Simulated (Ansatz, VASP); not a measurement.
## One calculation of Bi, two programs

```
Bi
1.0
     4.55408    0.00000    0.00000
    -2.27704    3.94395    0.00000
     0.00000    0.00000   11.86830
Bi
2
Direct
  0.33333 0.66667 0.25000
  0.66667 0.33333 0.75000
```

Change from the starting cell: volume scaled by 1.01, PAW files.

Alike in both runs: task electric field gradients; functional PBE; k mesh 9 × 9 × 3; occupations fermi-dirac, width 0.03 eV; no spin polarisation.

```csv
,VASP,Ansatz
version,VASP 6.6.1,Ansatz 0.2.0
potentials or method,"VASP PAW PBE potentials, release 64 (Bi_d)","PAW with Ansatz's default frozen-core files, scalar-relativistic"
plane-wave cutoff (eV),520,420
valence electrons in the cell,30,30
```

```csv
,VASP,Ansatz,Ansatz less VASP
pressure (GPa),-3.2,-3.2,+0.02
"traceless stress, the component that is largest in VASP (GPa)",2.91,2.91,-0.001
size of Vzz on the site where it differs most (V/Å²),136.0,130.9,-5.03
```

Spin-orbit coupling is off throughout.
